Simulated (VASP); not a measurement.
# BN (F-43m) in VASP: a series of runs

Runs on BN. Level: PBE. Tasks: single point.

Program: VASP 6.6.1. These are calculated values, not measurements. Logs are shortened: lines on timing, memory, paths and dates and some standing lists are left out, and cuts for length are marked.

**1. The cell of the first run**

The structure is cubic, space group F-43m (No. 216). The conventional cell has a = 3.661 Å, b = 3.661 Å, c = 3.661 Å, α = 90.00°, β = 90.00°, γ = 90.00°. Within 2.1 Å of B (site symmetry -43m) lie 4 N at 1.59 Å. Within 2.1 Å of N (site symmetry -43m) lie 4 B at 1.59 Å.

**2. Single point, PBE (6.13 Å³/atom)**

The input, INCAR:

```
SYSTEM = BN
PREC = Accurate
ENCUT = 600
EDIFF = 1E-6
ISMEAR = 0
SIGMA = 0.02
LREAL = .False.
LASPH = .True.
NELM = 120
ALGO = Normal
ISIF = 2
LWAVE = .False.
LCHARG = .False.
GGA = PE
NBANDS = 11
GGA_COMPAT = .False.
```

The input, KPOINTS:

```
regular mesh
0
Gamma
  12 12 12
  0 0 0
```

The input, POSCAR:

```
BN
1.0
    0.0000000000      1.8302943796      1.8302943796
    1.8302943796      0.0000000000      1.8302943796
    1.8302943796      1.8302943796      0.0000000000
B N
1 1
Direct
    0.0000000000      0.0000000000      0.0000000000
    0.2500000000      0.2500000000      0.2500000000
```

Potentials or basis: VASP PAW PBE potentials, release 64 (B, N).

Command:

```console
cat potpaw_PBE.64/B/POTCAR potpaw_PBE.64/N/POTCAR > POTCAR
mpirun -np 1 vasp_std > vasp.out
```

OUTCAR:

```text
SYSTEM = BN
   PREC = Accurate
   ENCUT = 600
   EDIFF = 1E-6
   ISMEAR = 0
   LREAL = .False.
   LASPH = .True.
   NELM = 120
   ISIF = 2
   GGA = PE

 ion  position               nearest neighbor table
   1  0.000  0.000  0.000-   2 1.59   2 1.59   2 1.59   2 1.59
   2  0.250  0.250  0.250-   1 1.59   1 1.59   1 1.59   1 1.59

  LATTYP: Found a face centered cubic cell.
 ALAT       =     3.6605887592

  Lattice vectors:

 A1 = (   0.0000000000,   1.8302943796,   1.8302943796)
 A2 = (   1.8302943796,   0.0000000000,   1.8302943796)
 A3 = (   1.8302943796,   1.8302943796,   0.0000000000)

Analysis of symmetry for initial positions (statically):
=====================================================================
 Subroutine PRICEL returns:
 Original cell was already a primitive cell.

 Routine SETGRP: Setting up the symmetry group for a
 face centered cubic supercell.

 Subroutine GETGRP returns: Found 24 space group operations
 (whereof 24 operations were pure point group operations)
 out of a pool of 48 trial point group operations.

The static configuration has the point symmetry T_d .

Analysis of symmetry for dynamics (positions and initial velocities):
=====================================================================
 Subroutine PRICEL returns:
 Original cell was already a primitive cell.

 Routine SETGRP: Setting up the symmetry group for a
 face centered cubic supercell.

 Subroutine GETGRP returns: Found 24 space group operations
 (whereof 24 operations were pure point group operations)
 out of a pool of 48 trial point group operations.

The dynamic configuration has the point symmetry T_d .

 Subroutine INISYM returns: Found 24 space group operations
 (whereof 24 operations are pure point group operations),
 and found     1 'primitive' translations

----------------------------------------------------------------------------------------

                                     Primitive cell

  volume of cell :      12.2629

  direct lattice vectors                    reciprocal lattice vectors
     0.000000000  1.830294380  1.830294380    -0.273180099  0.273180099  0.273180099
     1.830294380  0.000000000  1.830294380     0.273180099 -0.273180099  0.273180099
     1.830294380  1.830294380  0.000000000     0.273180099  0.273180099 -0.273180099

  length of vectors
     2.588427135  2.588427135  2.588427135     0.473161811  0.473161811  0.473161811

  position of ions in fractional coordinates (direct lattice)
     0.000000000  0.000000000  0.000000000
     0.250000000  0.250000000  0.250000000

  ion indices of the primitive-cell ions
   primitive index   ion index
                 1           1
                 2           2

----------------------------------------------------------------------------------------

 KPOINTS: regular mesh

Automatic generation of k-mesh.
 Grid dimensions read from file:
 generate k-points for:   12   12   12

 Generating k-lattice:

  Cartesian coordinates                     Fractional coordinates (reciprocal lattice)
    -0.022765008  0.022765008  0.022765008     0.083333333  0.000000000  0.000000000
     0.022765008 -0.022765008  0.022765008     0.000000000  0.083333333  0.000000000
     0.022765008  0.022765008 -0.022765008     0.000000000  0.000000000  0.083333333

  Length of vectors
     0.039430151  0.039430151  0.039430151

  Shift w.r.t. Gamma in fractional coordinates (k-lattice)
     0.000000000  0.000000000  0.000000000

 Subroutine IBZKPT returns following result:
 ===========================================

 Found     72 irreducible k-points:

 Following reciprocal coordinates:
            Coordinates               Weight
  0.000000  0.000000  0.000000      1.000000
  0.083333  0.000000  0.000000      8.000000
  0.166667  0.000000  0.000000      8.000000
  0.250000  0.000000  0.000000      8.000000
  0.333333  0.000000  0.000000      8.000000
  0.416667  0.000000  0.000000      8.000000
[... 16 lines left out ...]
  0.500000  0.166667  0.000000     24.000000
 -0.416667  0.166667  0.000000     24.000000
 [... further k-points ...]
   k-points           NKPTS =     72   k-points in BZ     NKDIM =     72   number of bands    NBANDS=     11
   number of dos      NEDOS =    301   number of ions     NIONS =      2
   total plane-waves  NPLWV =  13824
   dimension x,y,z NGX =    24 NGY =   24 NGZ =   24
   dimension x,y,z NGXF=    48 NGYF=   48 NGZF=   48
   ions per type =               1   1
   NGX,Y,Z   is equivalent  to a cutoff of  15.41, 15.41, 15.41 a.u.
   NGXF,Y,Z  is equivalent  to a cutoff of  30.83, 30.83, 30.83 a.u.
 SYSTEM =  BN
   PREC   = accura    normal or accurate (medium, high low for compatibility)
   ISTART =      0    job   : 0-new  1-cont  2-samecut
   ICHARG =      2    charge: 1-file 2-atom 10-const
   ISPIN  =      1    spin polarized calculation?
   LNONCOLLINEAR =      F non collinear calculations
   LSORBIT =      F    spin-orbit coupling
   LASPH  =      T    aspherical Exc in radial PAW
   ENCUT  =  600.0 eV  44.10 Ry    6.64 a.u.   5.17  5.17  5.17*2*pi/ulx,y,z
   NELM   =    120;   NELMIN=  2; NELMDL= -5     # of ELM steps
   EDIFF  = 0.1E-05   stopping-criterion for ELM
   LREAL  =      F    real-space projection
[... 7 lines left out ...]
   TEBEG  =    0.0;   TEEND  =   0.0 temperature during run
   PSTRESS=    0.0 pullay stress
   NELECT =       8.0000    total number of electrons
   NUPDOWN=      -1.0000    fix difference up-down
   EMIN   =  10.00;   EMAX   =-10.00  energy-range for DOS
   EFERMI =   0.00;   METHOD = LEGACY
   ISMEAR =     0;   SIGMA  =   0.02  broadening in eV -4-tet -1-fermi 0-gaus
   EFERMI_NEDOS =   21; number of points for ismear=-14 and -15
   IALGO  =     38    algorithm
   IMIX   =      4    mixing-type and parameters
     AMIX     =   0.40;   BMIX     =  1.00
     AMIX_MAG =   1.60;   BMIX_MAG =  1.00
  volume/ion in A,a.u.               =       6.13        41.38
  Fermi-wavevector in a.u.,A,eV,Ry     =   1.419844  2.683116 27.428750  2.015956
  Thomas-Fermi vector in A             =   2.540822
   LORBIT       =      0    0 simple, 1 ext, 2 COOP (PROOUT), +10 PAW based schemes
   GGA     = PE    functional components
   LHFCALC =     F    Hartree Fock is set to
   AEXX    =    0.0000 exact exchange contribution
   IVDW    =     0    specifies the selected vdW correction
   LEPSILON=     F    determine dielectric tensor
   LRPA    =     F    only Hartree local field effects (RPA)
 non-spin polarized calculation
 Gauss-broadening in eV      SIGMA  =   0.02
  energy-cutoff  :      600.00
  volume of cell :       12.26
 maximum number of plane-waves:       424
 NGX is ok and might be reduce to    24
   NGX = 11   NGY = 11   NGZ = 11

 number of electron       8.0000000 magnetization

 Free energy of the ion-electron system (eV)
  ---------------------------------------------------
  ext. energy  EPLUGINS =         0.00000000
  ---------------------------------------------------
  free energy    TOTEN  =       -17.44359695 eV

  energy without entropy =      -17.44359695  energy(sigma->0) =      -17.44359695

 E-fermi :   7.0480     XC(G=0): -12.6375

 val. band max:        6.9466537695   @ k =   0.0000   0.0000   0.0000
 cond. band min:      11.3649085964   @ k =   0.5000   0.5000   0.0000
 fundamental gap:      4.4182548269
 Fermi energy:         7.0480243555

 k-point     1 :       0.0000    0.0000    0.0000
  band No.  band energies     occupation
      1     -12.8631      2.00000
      2       6.9467      2.00000
      3       6.9467      2.00000
      4       6.9467      2.00000
      5      15.5875      0.00000
      6      15.5875      0.00000
      7      15.5875      0.00000
      8      16.6917      0.00000
      9      30.9996      0.00000
     10      34.2592      0.00000
     11      34.2592      0.00000

 k-point     2 :       0.0833    0.0000    0.0000
  band No.  band energies     occupation
      1     -12.6992      2.00000
      2       6.0561      2.00000
      3       6.7734      2.00000
      4       6.7734      2.00000
      5      15.7359      0.00000
      6      15.8503      0.00000
      7      15.8503      0.00000
      8      17.2937      0.00000
      9      30.8722      0.00000
     10      32.1156      0.00000
     11      32.1156      0.00000

 k-point     3 :       0.1667    0.0000    0.0000
  band No.  band energies     occupation
      1     -12.2142      2.00000
      2       4.0108      2.00000
      3       6.3507      2.00000
      4       6.3507      2.00000
      5      15.9622      0.00000
      6      16.4633      0.00000
      7      16.4633      0.00000
      8      18.6634      0.00000
      9      30.4421      0.00000
     10      30.6012      0.00000
     11      30.6012      0.00000

 k-point     4 :       0.2500    0.0000    0.0000
  band No.  band energies     occupation
      1     -11.4323      2.00000
      2       1.6141      2.00000
      3       5.8614      2.00000
      4       5.8614      2.00000
      5      16.1996      0.00000
      6      17.0562      0.00000
      7      17.0562      0.00000
      8      20.0272      0.00000
      9      29.9245      0.00000
     10      30.1939      0.00000
     11      30.1939      0.00000

 k-point     5 :       0.3333    0.0000    0.0000
  band No.  band energies     occupation
      1     -10.4183      2.00000
      2      -0.7008      2.00000
      3       5.4430      2.00000
      4       5.4430      2.00000
      5      16.4126      0.00000
      6      17.3725      0.00000
      7      17.3725      0.00000
      8      21.0370      0.00000
      9      29.6733      0.00000
     10      30.9335      0.00000
     11      30.9335      0.00000
[... 211 lines left out ...]
 k-point    21 :       0.3333    0.1667    0.0000
  band No.  band energies     occupation
      1     -10.5782      2.00000
      2       1.0200      2.00000
      3       4.2832      2.00000
      4       4.5284      2.00000
      5      14.8575      0.00000
      6      18.7644      0.00000
      7      19.4140      0.00000
      8      19.4494      0.00000
      9      26.0083      0.00000
     10      32.6823      0.00000
     11      34.5799      0.00000

 k-point    22 :       0.4167    0.1667    0.0000
  band No.  band energies     occupation
      1      -9.5580      2.00000
      2      -0.9967      2.00000
      3       3.9004      2.00000
      4       4.1043      2.00000
      5      15.2635      0.00000
      6      18.9183      0.00000
      7      19.5112      0.00000
      8      20.3322      0.00000
      9      26.8879      0.00000
     10      32.4655      0.00000
     11      34.7975      0.00000

 k-point    23 :       0.5000    0.1667    0.0000
  band No.  band energies     occupation
      1      -8.6446      2.00000
      2      -2.4811      2.00000
      3       3.3344      2.00000
      4       4.1729      2.00000
      5      15.6209      0.00000
      6      18.8401      0.00000
      7      19.2871      0.00000
      8      21.5758      0.00000
      9      27.2593      0.00000
     10      32.6200      0.00000
     11      34.0032      0.00000

 k-point    24 :      -0.4167    0.1667    0.0000
  band No.  band energies     occupation
      1      -8.4727      2.00000
      2      -2.7334      2.00000
      3       2.9476      2.00000
      4       4.4753      2.00000
      5      16.0639      0.00000
      6      18.6917      0.00000
      7      18.9073      0.00000
      8      22.1513      0.00000
      9      27.5429      0.00000
     10      31.8364      0.00000
     11      32.8834      0.00000

 [... further k-points ...]

------------------------ aborting loop because EDIFF is reached ----------------------------------------

  FORCE on cell =-STRESS in cart. coord.  units (eV):
  Direction    XX          YY          ZZ          XY          YZ          ZX
  --------------------------------------------------------------------------------------
  -------------------------------------------------------------------------------------
  Total       -0.8042255     -0.8042255     -0.8042255      0.0000000      0.0000000     -0.0000000
  in kB     -105.0740798   -105.0740798   -105.0740798      0.0000000      0.0000000     -0.0000000
  external PRESSURE =    -105.0740798 kB  Pullay stress =       0.0000000 kB

 VOLUME and BASIS-vectors are now :
 -----------------------------------------------------------------------------
  energy-cutoff  :      600.00
  volume of cell :       12.26
      direct lattice vectors                 reciprocal lattice vectors
     0.000000000  1.830294380  1.830294380    -0.273180099  0.273180099  0.273180099
     1.830294380  0.000000000  1.830294380     0.273180099 -0.273180099  0.273180099
     1.830294380  1.830294380  0.000000000     0.273180099  0.273180099 -0.273180099

 POSITION                                       TOTAL-FORCE (eV/Angst)
 -----------------------------------------------------------------------------------
      0.00000      0.00000      0.00000         0.000000     -0.000000      0.000000
      0.91515      0.91515      0.91515        -0.000000      0.000000     -0.000000
 -----------------------------------------------------------------------------------
    total drift:                                0.000000      0.000000      0.000000

  FREE ENERGIE OF THE ION-ELECTRON SYSTEM (eV)
  ---------------------------------------------------
  free  energy   TOTEN  =       -17.4435969463 eV

  energy  without entropy=      -17.4435969463  energy(sigma->0) =      -17.44359695
```

Run time: 17 s. Hardware: 1 thread of Intel Xeon 8259CL, shared host; peak memory 0.14 GiB.

What came out:

| Item | Value |
| --- | --- |
| Free energy | -17.4436 eV |
| Pressure | -10.5 GPa |
| Band gap on the k mesh | 4.42 eV (least direct gap 8.64 eV) |

Levels at points of the mesh, in eV from the valence-band top:
| k point | band 1 | band 2 | band 3 | band 4 | band 5 | band 6 | band 7 | band 8 | band 9 |
| --- | --- | --- | --- | --- | --- | --- | --- | --- | --- |
| (0.00, 0.00, 0.00) | -19.81 | 0.00 | 0.00 | 0.00 | 8.64 | 8.64 | 8.64 | 9.75 | 24.05 |
| (0.50, 0.00, 0.00) | -15.77 | -10.35 | -1.87 | -1.87 | 9.66 | 10.50 | 10.50 | 14.87 | 22.93 |
| (0.50, 0.50, 0.00) | -14.45 | -8.68 | -4.72 | -4.72 | 4.42 | 9.02 | 17.35 | 17.35 | 20.16 |

Caveat: the cell stands under tension.

**3. Single point, PBE (6.31 Å³/atom)**

This run uses another cell than the first one, of 6.31 Å³/atom.

The input, INCAR:

```
SYSTEM = BN
  ALGO = Normal
  EDIFF = 1E-6
  ENCUT = 600
  GGA = PE
  GGA_COMPAT = .FALSE.
  ISIF = 2
  ISMEAR = 0
  LASPH = .TRUE.
  LCHARG = .FALSE.
  LREAL = .FALSE.
  LWAVE = .FALSE.
  NBANDS = 11
  NELM = 120
  PREC = Accurate
  SIGMA = 0.02
```

The input, KPOINTS:

```
k-points
0
G
  12 12 12
  0 0 0
```

The input, POSCAR:

```
BN
1.0
    0.0000000000      1.8478944437      1.8478944437
    1.8478944437      0.0000000000      1.8478944437
    1.8478944437      1.8478944437      0.0000000000
B N
1 1
Direct
    0.0000000000      0.0000000000      0.0000000000
    0.2500000000      0.2500000000      0.2500000000
```

Potentials or basis: VASP PAW PBE potentials, release 64 (B, N).

Command:

```console
cat potpaw_PBE.64/B/POTCAR potpaw_PBE.64/N/POTCAR > POTCAR
mpirun -np 1 vasp_std > vasp.out
```

Run time: 16 s. Hardware: 1 thread of Intel Xeon 8259CL, shared host; peak memory 0.14 GiB.

The run converged. Its results:

- Free energy: -17.4108 eV
- Pressure: -19.6 GPa
- Band gap on the k mesh: 4.39 eV (least direct gap 8.50 eV)

Levels at points of the mesh, in eV from the valence-band top:
```
           k point  band 1  band 2  band 3  band 4  band 5  band 6  band 7  band 8  band 9
(0.00, 0.00, 0.00)  -19.50    0.00    0.00    0.00    8.50    8.50    8.50    9.29   23.53
(0.50, 0.00, 0.00)  -15.59  -10.10   -1.82   -1.82    9.30   10.34   10.34   14.58   22.54
(0.50, 0.50, 0.00)  -14.31   -8.50   -4.59   -4.59    4.39    8.85   16.92   16.92   19.70
```

Caveat: the cell stands under tension. As with any semilocal functional, this PBE gap is likely too small.

**4. Single point, PBE (6.07 Å³/atom)**

This run uses another cell than the first one, of 6.07 Å³/atom.

The input, INCAR:

```
SYSTEM = BN
PREC     = Accurate       ! precision mode
ENCUT    = 600            ! plane-wave cutoff, eV
EDIFF    = 1E-6           ! SCF threshold, eV
ISMEAR   = 0              ! smearing method
SIGMA    = 0.01           ! smearing width, eV
LREAL    = .False.        ! projectors in reciprocal space
LASPH    = .True.         ! aspherical terms in the spheres
NELM     = 120            ! most SCF steps
ALGO     = Normal         ! electronic algorithm
ISIF     = 2              ! what is computed and relaxed
LWAVE    = .False.        ! write WAVECAR
LCHARG   = .True.         ! write CHGCAR
GGA      = PE             ! functional
LELF     = .True.         ! ELF
LVHAR    = .True.       
NBANDS   = 11             ! bands
GGA_COMPAT= .False.
```

The input, KPOINTS:

```
Automatic mesh
0
Gamma
  12 12 12
  0 0 0
```

The input, POSCAR:

```
BN
1.0
    0.0000000000      1.8243518235      1.8243518235
    1.8243518235      0.0000000000      1.8243518235
    1.8243518235      1.8243518235      0.0000000000
B N
1 1
Direct
    0.0000000000      0.0000000000      0.0000000000
    0.2500000000      0.2500000000      0.2500000000
```

Command:

```console
cat potpaw_PBE.64/B/POTCAR potpaw_PBE.64/N/POTCAR > POTCAR
mpirun -np 1 vasp_std > vasp.out
```

Run time: 14 s. Hardware: 1 thread of Intel Xeon 8259CL, shared host; peak memory 0.14 GiB.

It converged, with:

| Quantity | Value |
| --- | --- |
| Free energy | -17.4499 eV |
| Pressure | -7.2 GPa |
| Band gap on the k mesh | 4.43 eV (least direct gap 8.69 eV) |

Levels at points of the mesh, in eV from the valence-band top:
```csv
k point,band 1,band 2,band 3,band 4,band 5,band 6,band 7,band 8
"(0.00, 0.00, 0.00)",-19.92,0.00,0.00,0.00,8.69,8.69,8.69,9.90
"(0.50, 0.00, 0.00)",-15.83,-10.44,-1.89,-1.89,9.78,10.55,10.55,14.97
"(0.50, 0.50, 0.00)",-14.50,-8.74,-4.77,-4.77,4.43,9.07,17.49,17.49
```

Caveat: the cell stands under tension. A k mesh can miss the band edges.

**5. Summary**

| cell | smearing | gap on the mesh (eV) | pressure (GPa) |
| --- | --- | --- | --- |
| a = 2.588 Å, angles 60.0°, 2 atoms | gaussian 0.02 eV | 4.42 | -10.5 |
| a = 2.613 Å, angles 60.0°, 2 atoms | gaussian 0.02 eV | 4.39 | -19.6 |
| a = 2.580 Å, angles 60.0°, 2 atoms | gaussian 0.01 eV | 4.43 | -7.2 |

Alike in all rows: task single point; level PBE; potentials or basis VASP PAW PBE potentials, release 64 (B, N); no spin polarisation; k mesh 12 × 12 × 12; cutoff (eV) 600.

Caveats: the cell stands under tension.

Total energies depend on the potentials used, so only differences within one code and one set of settings carry meaning.
